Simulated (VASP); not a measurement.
A run of VASP 6.6.1 is set up as follows.

File INCAR:

```
SYSTEM = H3CCl
ALGO     = Normal         ! electronic algorithm
EDIFF    = 1E-6           ! SCF threshold, eV
ENCUT    = 1000           ! plane-wave cutoff, eV
GGA      = PE             ! functional
GGA_COMPAT= .FALSE.      
ISIF     = 2              ! what is computed and relaxed
ISMEAR   = -1             ! smearing method
IVDW     = 12             ! dispersion correction
LASPH    = .TRUE.         ! aspherical terms in the spheres
LCHARG   = .FALSE.        ! write CHGCAR
LREAL    = Auto         
LWAVE    = .FALSE.        ! write WAVECAR
NBANDS   = 82             ! bands
NELM     = 120            ! most SCF steps
PREC     = Accurate       ! precision mode
SIGMA    = 0.05           ! smearing width, eV
```

The input KPOINTS:

```
k-points
0
G
  1 1 1
  0 0 0
```

Contents of POSCAR:

```
H3CCl
1.0
    8.3815160000      0.0000000000      0.0000000000
    0.0000000000      8.3815160000      0.0000000000
    0.0000000000      0.0000000000      8.3815160000
C Cl H
8 8 24
Direct
    0.2314733832      0.8570143164      0.7929191235
    0.6487249634      0.6573594173      0.0269729420
    0.2755068485      0.3834550488      0.6057085869
    0.1148075214      0.3460612944      0.1511691546
    0.8686530998      0.1139074006      0.7266697904
    0.7759778561      0.6588988719      0.4761155836
    0.5370970324      0.0607266877      0.2619286353
    0.0900315682      0.8558712520      0.1946976414
    0.3654284490      1.0097854247      0.8628449482
    0.4754884007      0.6162558103      0.1459348335
    0.4523537970      0.4603953709      0.7019667531
   -0.0144140797      0.2801124119      0.3091507853
    0.8061792239      0.1468643046      0.9303710319
    0.8639605287      0.6231681340      0.6685885227
    0.5205876537      0.0336578793      0.4735146904
    0.1646981461      0.7612202998      0.3710461758
    0.1145662220      0.8758010108      0.8482495743
    0.2216924783      0.8672634199      0.6627413788
    0.2821716524      0.7410510514      0.8254919504
    0.7304241859      0.7300204226      0.0991958734
    0.7040284355      0.5440916872     -0.0074739866
    0.6113951144      0.7235825046     -0.0788063919
    0.2489496616      0.4591128279      0.5018449844
    0.3006769183      0.2595623056      0.5712308332
    0.1753718142      0.3887298615      0.6905544387
    0.2382730386      0.3342099943      0.1912357659
    0.0909998043      0.2711705051      0.0471060037
    0.0867363408      0.4709383272      0.1260186434
    0.8581397274     -0.0140138154      0.7015231070
    0.7894229834      0.1834382149      0.6487306623
    0.9925175738      0.1533336363      0.7157659727
    0.6483156538      0.6351068297      0.4847130461
    0.7978982438      0.7835984327      0.4446567830
    0.8330674389      0.5781169342      0.3912594215
    0.5133334151      0.1864913021      0.2348656950
    0.6587889385      0.0294880602      0.2250530794
    0.4501396959     -0.0176630382      0.2036426849
    0.1886875444      0.8637717485      0.1091742766
   -0.0070786925      0.7828984305      0.1466135945
    0.0467201189      0.9747589219      0.2268055107
```

Potentials or basis: VASP PAW PBE potentials, release 64 (C_h, Cl, H_h).

Run with:

```sh
$ cat potpaw_PBE.64/C_h/POTCAR potpaw_PBE.64/Cl/POTCAR potpaw_PBE.64/H_h/POTCAR > POTCAR
$ mpirun -np 1 vasp_gam > vasp.out
```

(1) Estimate the pressure.

(2) What does it give for the band gap on the k mesh?

(3) Estimate the largest force.

(4) Estimate the dispersion energy per atom.

Results:

(1) -0.5 GPa.

(2) 5.69 eV.

(3) 0.354 eV/Å.

(4) -0.054 eV.

Caveat: the k points lie up to 0.75 Å⁻¹ apart.
